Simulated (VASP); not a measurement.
# Li2O (Immm) in VASP: single point with HSE06

Aim: the single point of Li2O with HSE06.

Everything below comes from runs of VASP 6.6.1. Logs are shortened: lines on timing, memory, paths and dates and some standing lists are left out, and cuts for length are marked.

## Step 1: The cell of the first run

The structure is orthorhombic, space group Immm (No. 71). The conventional cell has a = 3.225 Å, b = 3.241 Å, c = 4.573 Å, α = 90.00°, β = 90.00°, γ = 90.00°. O (site symmetry mmm) has 8 Li at 1.98 Å within 2.6 Å. Within 2.6 Å of Li (site symmetry mm2) lie 4 O at 1.98 Å and 6 Li at 2.29 Å.

## Step 2: Single point, HSE06 (shear xy strain +0.5%)

The input, POSCAR:

```
Li2O
1.0
    0.0057159211      2.2863684481      2.2863684481
    2.2863684481      0.0057159211      2.2863684481
    2.2920843692      2.2920843692      0.0000000000
O Li
1 2
Direct
    0.0000000000      0.0000000000      0.0000000000
    0.2500000000      0.2500000000      0.2500000000
    0.7500000000      0.7500000000      0.7500000000
```

The input, INCAR.step1:

```
SYSTEM = Li2O
PREC = Accurate ; ENCUT = 650
EDIFF = 1E-5 ; ISMEAR = 0
SIGMA = 0.01 ; LREAL = .False.
LASPH = .True. ; NELM = 120
ALGO = Normal ; ISIF = 2
LWAVE = .True. ; LCHARG = .False.
GGA = PE ; NBANDS = 13
GGA_COMPAT = .False.
```

The input, INCAR.step2:

```
SYSTEM = Li2O
PREC = Accurate ; ENCUT = 650
EDIFF = 1E-6 ; ISMEAR = 0
SIGMA = 0.01 ; LREAL = .False.
LASPH = .True. ; NELM = 120
ALGO = Normal ; ISIF = 2
LWAVE = .False. ; LCHARG = .False.
GGA = PE ; LHFCALC = .True.
HFSCREEN = 0.2079 ; PRECFOCK = Normal
ISTART = 1 ; NBANDS = 13
GGA_COMPAT = .False.
```

The input, KPOINTS:

```
regular mesh
0
Gamma
  6 6 6
  0 0 0
```

Potentials or basis: VASP PAW PBE potentials, release 64 (O, Li_sv).

Command:

```sh
cat potpaw_PBE.64/O/POTCAR potpaw_PBE.64/Li_sv/POTCAR > POTCAR
cp INCAR.step1 INCAR
mpirun -np 1 vasp_std > vasp.out
cp INCAR.step2 INCAR
mpirun -np 1 vasp_std > vasp.out
```

OUTCAR:

```text
SYSTEM = Li2O
   PREC = Accurate
   ENCUT = 650
   EDIFF = 1E-6
   ISMEAR = 0
   LREAL = .False.
   LASPH = .True.
   NELM = 120
   ISIF = 2
   GGA = PE
   LHFCALC = .True.
   HFSCREEN = 0.2079
   PRECFOCK = Normal
   ISTART = 1

 ion  position               nearest neighbor table
   1  0.000  0.000  0.000-   3 1.98   3 1.98   2 1.98   2 1.98   3 1.98   2 1.98   3 1.98   2 1.98

   2  0.250  0.250  0.250-   1 1.98   1 1.98   1 1.98   1 1.98   3 2.29   3 2.29   3 2.29   3 2.29
                             3 2.29   3 2.29
   3  0.750  0.750  0.750-   1 1.98   1 1.98   1 1.98   1 1.98   2 2.29   2 2.29   2 2.29   2 2.29
                             2 2.29   2 2.29

  LATTYP: Found a body centered orthorhombic cell.
 ALAT       =     3.2253297347
 B/A-ratio  =     1.0050125313
 C/A-ratio  =     1.4177579573

  Lattice vectors:

 A1 = (   2.2863684481,   0.0057159211,  -2.2863684481)
 A2 = (  -2.2863684481,  -0.0057159211,  -2.2863684481)
 A3 = (   0.0057159211,   2.2863684481,   2.2863684481)

Analysis of symmetry for initial positions (statically):
=====================================================================
 Subroutine PRICEL returns:
 Original cell was already a primitive cell.

 Routine SETGRP: Setting up the symmetry group for a
 body centered orthorhombic supercell.

 Subroutine GETGRP returns: Found  8 space group operations
 (whereof  8 operations were pure point group operations)
 out of a pool of  8 trial point group operations.

The static configuration has the point symmetry D_2h.

Analysis of symmetry for dynamics (positions and initial velocities):
=====================================================================
 Subroutine PRICEL returns:
 Original cell was already a primitive cell.

 Routine SETGRP: Setting up the symmetry group for a
 body centered orthorhombic supercell.

 Subroutine GETGRP returns: Found  8 space group operations
 (whereof  8 operations were pure point group operations)
 out of a pool of  8 trial point group operations.

The dynamic configuration has the point symmetry D_2h.

 Subroutine INISYM returns: Found  8 space group operations
 (whereof  8 operations are pure point group operations),
 and found     1 'primitive' translations

----------------------------------------------------------------------------------------

                                     Primitive cell

  volume of cell :      23.9037

  direct lattice vectors                    reciprocal lattice vectors
     0.005715921  2.286368448  2.286368448    -0.219235501  0.219235501  0.218687413
     2.286368448  0.005715921  2.286368448     0.219235501 -0.219235501  0.218687413
     2.292084369  2.292084369  0.000000000     0.218142057  0.218142057 -0.218687413

  length of vectors
     3.233418320  3.233418320  3.241496801     0.379410852  0.379410852  0.378148250

  position of ions in fractional coordinates (direct lattice)
     0.000000000  0.000000000  0.000000000
     0.250000000  0.250000000  0.250000000
     0.750000000  0.750000000  0.750000000

  ion indices of the primitive-cell ions
   primitive index   ion index
                 1           1
                 2           2
                 3           3

----------------------------------------------------------------------------------------

 KPOINTS: regular mesh

Automatic generation of k-mesh.
 Grid dimensions read from file:
 generate k-points for:    6    6    6

 Generating k-lattice:

  Cartesian coordinates                     Fractional coordinates (reciprocal lattice)
    -0.036539250  0.036539250  0.036447902     0.166666667  0.000000000  0.000000000
     0.036539250 -0.036539250  0.036447902     0.000000000  0.166666667  0.000000000
     0.036357010  0.036357010 -0.036447902     0.000000000  0.000000000  0.166666667

  Length of vectors
     0.063235142  0.063235142  0.063024708

  Shift w.r.t. Gamma in fractional coordinates (k-lattice)
     0.000000000  0.000000000  0.000000000

 Subroutine IBZKPT returns following result:
 ===========================================

 Found     46 irreducible k-points:

 Following reciprocal coordinates:
            Coordinates               Weight
  0.000000  0.000000  0.000000      1.000000
  0.166667  0.000000  0.000000      4.000000
  0.333333  0.000000  0.000000      4.000000
  0.500000  0.000000  0.000000      2.000000
  0.166667  0.166667  0.000000      2.000000
  0.333333  0.166667  0.000000      4.000000
[... 16 lines left out ...]
 -0.166667  0.333333  0.166667      4.000000
  0.500000  0.500000  0.166667      4.000000
 [... further k-points ...]
   k-points           NKPTS =     46   k-points in BZ     NKDIM =    216   number of bands    NBANDS=     13
   number of dos      NEDOS =    301   number of ions     NIONS =      3
   total plane-waves  NPLWV =  21952
   dimension x,y,z NGX =    28 NGY =   28 NGZ =   28
   dimension x,y,z NGXF=    56 NGYF=   56 NGZF=   56
   ions per type =               1   2
   NGX,Y,Z   is equivalent  to a cutoff of  14.40, 14.40, 14.36 a.u.
   NGXF,Y,Z  is equivalent  to a cutoff of  28.79, 28.79, 28.72 a.u.
 SYSTEM =  Li2O
   PREC   = accura    normal or accurate (medium, high low for compatibility)
   ISTART =      1    job   : 0-new  1-cont  2-samecut
   ICHARG =      0    charge: 1-file 2-atom 10-const
   ISPIN  =      1    spin polarized calculation?
   LNONCOLLINEAR =      F non collinear calculations
   LSORBIT =      F    spin-orbit coupling
   LASPH  =      T    aspherical Exc in radial PAW
   ENCUT  =  650.0 eV  47.77 Ry    6.91 a.u.   6.72  6.72  6.74*2*pi/ulx,y,z
   NELM   =    120;   NELMIN=  2; NELMDL=  0     # of ELM steps
   EDIFF  = 0.1E-05   stopping-criterion for ELM
   LREAL  =      F    real-space projection
   EDIFFG = 0.1E-04   stopping-criterion for IOM
   NSW    =      0    number of steps for IOM
   IBRION =     -1    ionic relax: 0-MD 1-quasi-New 2-CG
   NFREE  =      0    steps in history (QN), initial steepest desc. (CG)
   ISIF   =      2    stress and relaxation
   ISYM   =      3    0-nonsym 1-usesym 2-fastsym
   POTIM  = 0.5000    time-step for ionic-motion
   TEBEG  =    0.0;   TEEND  =   0.0 temperature during run
   PSTRESS=    0.0 pullay stress
   NELECT =      12.0000    total number of electrons
   NUPDOWN=      -1.0000    fix difference up-down
   EMIN   =  10.00;   EMAX   =-10.00  energy-range for DOS
   EFERMI =   0.00;   METHOD = LEGACY
   ISMEAR =     0;   SIGMA  =   0.01  broadening in eV -4-tet -1-fermi 0-gaus
   EFERMI_NEDOS =   21; number of points for ismear=-14 and -15
   IALGO  =     38    algorithm
   IMIX   =      1    mixing-type and parameters
     AMIX     =   0.40;   BMIX     =  1.00
     AMIX_MAG =   1.60;   BMIX_MAG =  1.00
  volume/ion in A,a.u.               =       7.97        53.77
  Fermi-wavevector in a.u.,A,eV,Ry     =   1.301108  2.458737 23.033050  1.692881
  Thomas-Fermi vector in A             =   2.432263
   LORBIT       =      0    0 simple, 1 ext, 2 COOP (PROOUT), +10 PAW based schemes
   GGA     = PE    functional components
   LHFCALC =     T    Hartree Fock is set to
   PRECFOCK=normal    Normal, Fast or Accurate (Low or Medium for compatibility)
   ENCUT4O =  -1.0   cutoff for four orbital integrals eV
   NKREDX  =     1    reduce k-point grid by
   NKREDY  =     1    reduce k-point grid by
   NKREDZ  =     1    reduce k-point grid by
   AEXX    =    0.2500 exact exchange contribution
   HFSCREEN=    0.2079 screening length (either q_TF or 0.3 A-1)
   HFSCREENC=   0.2079 screening length for correlation (either q_TF or 0.3 A-1)
   ENCUTFOCK=  -1.0 apply spherical cutoff to Coloumb kernel
   IVDW    =     0    specifies the selected vdW correction
   LEPSILON=     F    determine dielectric tensor
   LRPA    =     F    only Hartree local field effects (RPA)
 non-spin polarized calculation
 Gauss-broadening in eV      SIGMA  =   0.01
  energy-cutoff  :      650.00
  volume of cell :       23.90
 maximum number of plane-waves:       934
  NGX = 24; NGY = 24; NGZ = 24

 number of electron      12.0000004 magnetization

 Free energy of the ion-electron system (eV)
  ---------------------------------------------------
  ext. energy  EPLUGINS =         0.00000000
  ---------------------------------------------------
  free energy    TOTEN  =       -16.70890895 eV

  energy without entropy =      -16.70890895  energy(sigma->0) =      -16.70890895

 E-fermi :   0.4383     XC(G=0):  -8.1348

 val. band max:        0.2802674415   @ k =   0.0000   0.0000   0.0000
 cond. band min:       6.9162452775   @ k =   0.5000   0.5000   0.0000
 fundamental gap:      6.6359778360
 Fermi energy:         0.4382645879

 k-point     1 :       0.0000    0.0000    0.0000
  band No.  band energies     occupation
      1     -45.1611      2.00000
      2     -44.7962      2.00000
      3     -16.7032      2.00000
      4       0.2709      2.00000
      5       0.2755      2.00000
      6       0.2803      2.00000
      7       7.4297      0.00000
      8      14.2177      0.00000
      9      14.2738      0.00000
     10      14.3291      0.00000
     11      21.5522      0.00000
     12      21.5660      0.00000
     13      21.5805      0.00000

 k-point     2 :       0.1667    0.0000    0.0000
  band No.  band energies     occupation
      1     -45.1324      2.00000
      2     -44.8168      2.00000
      3     -16.6424      2.00000
      4      -0.6210      2.00000
      5       0.1363      2.00000
      6       0.1406      2.00000
      7       8.1649      0.00000
      8      14.3736      0.00000
      9      14.5863      0.00000
     10      14.6545      0.00000
     11      19.6725      0.00000
     12      19.7061      0.00000
     13      22.5417      0.00000
[... 321 lines left out ...]
 k-point    23 :      -0.1667    0.3333    0.1667
  band No.  band energies     occupation
      1     -45.0207      2.00000
      2     -44.8999      2.00000
      3     -16.4349      2.00000
      4      -1.9252      2.00000
      5      -1.0410      2.00000
      6      -0.5666      2.00000
      7       9.1335      0.00000
      8      13.5006      0.00000
      9      16.0279      0.00000
     10      16.5270      0.00000
     11      17.9463      0.00000
     12      22.7181      0.00000
     13      25.1360      0.00000

 k-point    24 :       0.5000    0.5000    0.1667
  band No.  band energies     occupation
      1     -45.0094      2.00000
      2     -44.9054      2.00000
      3     -16.4016      2.00000
      4      -1.7889      2.00000
      5      -1.1616      2.00000
      6      -0.9947      2.00000
      7       7.9777      0.00000
      8      14.9623      0.00000
      9      15.9121      0.00000
     10      17.2004      0.00000
     11      18.5099      0.00000
     12      23.9119      0.00000
     13      24.1931      0.00000

 [... further k-points ...]
[... 5 lines left out ...]
  --------------------------------------------------------------------------------------
  -------------------------------------------------------------------------------------
  Total       -0.1231781     -0.1231781     -0.1232481     -0.0471603      0.0000000      0.0000000
  in kB       -8.2561632     -8.2561632     -8.2608510     -3.1609757      0.0000000      0.0000000
  external PRESSURE =      -8.2577258 kB  Pullay stress =       0.0000000 kB

 VOLUME and BASIS-vectors are now :
 -----------------------------------------------------------------------------
  energy-cutoff  :      650.00
  volume of cell :       23.90
      direct lattice vectors                 reciprocal lattice vectors
     0.005715921  2.286368448  2.286368448    -0.219235501  0.219235501  0.218687413
     2.286368448  0.005715921  2.286368448     0.219235501 -0.219235501  0.218687413
     2.292084369  2.292084369  0.000000000     0.218142057  0.218142057 -0.218687413

 POSITION                                       TOTAL-FORCE (eV/Angst)
 -----------------------------------------------------------------------------------
      0.00000      0.00000      0.00000         0.000000     -0.000000     -0.000000
      1.14604      1.14604      1.14318        -0.000000     -0.000000     -0.001489
      3.43813      3.43813      3.42955         0.000000      0.000000      0.001489
 -----------------------------------------------------------------------------------
    total drift:                                0.000000      0.000000      0.000000

  FREE ENERGIE OF THE ION-ELECTRON SYSTEM (eV)
  ---------------------------------------------------
  free  energy   TOTEN  =       -16.7089089469 eV

  energy  without entropy=      -16.7089089469  energy(sigma->0) =      -16.70890895
```

It took 42 min on 1 thread of Intel Xeon Platinum 8259CL at 2.50GHz (Skylake/Cascade Lake), shared host; peak memory 0.28 GiB.

What came out:

```
Free energy            : -16.7089 eV
Pressure               : -0.8 GPa
Band gap on the k mesh : 6.64 eV (least direct gap 7.15 eV)
```

Levels at points of the mesh, in eV from the valence-band top:
```tsv
k point	band 4	band 5	band 6	band 7	band 8	band 9
(0.00, 0.00, 0.00)	-0.01	0.00	0.00	7.15	13.94	13.99
(0.50, 0.00, 0.00)	-3.04	-0.51	-0.51	11.33	12.02	14.03
(0.50, 0.50, 0.00)	-1.80	-1.54	-1.50	6.64	15.95	16.03
(0.00, 0.00, 0.50)	-3.04	-0.49	-0.49	11.31	12.02	14.08
(0.50, 0.00, 0.50)	-1.80	-1.52	-1.52	6.64	15.99	15.99
```

Caveat: the cell differs from its parent crystal (shear xy strain +0.5%); the structure was generated, so it needn't be the stable form of Li2O; the PAW data sets were made with another functional, which shifts forces and pressure a little. A k mesh can miss the band edges.
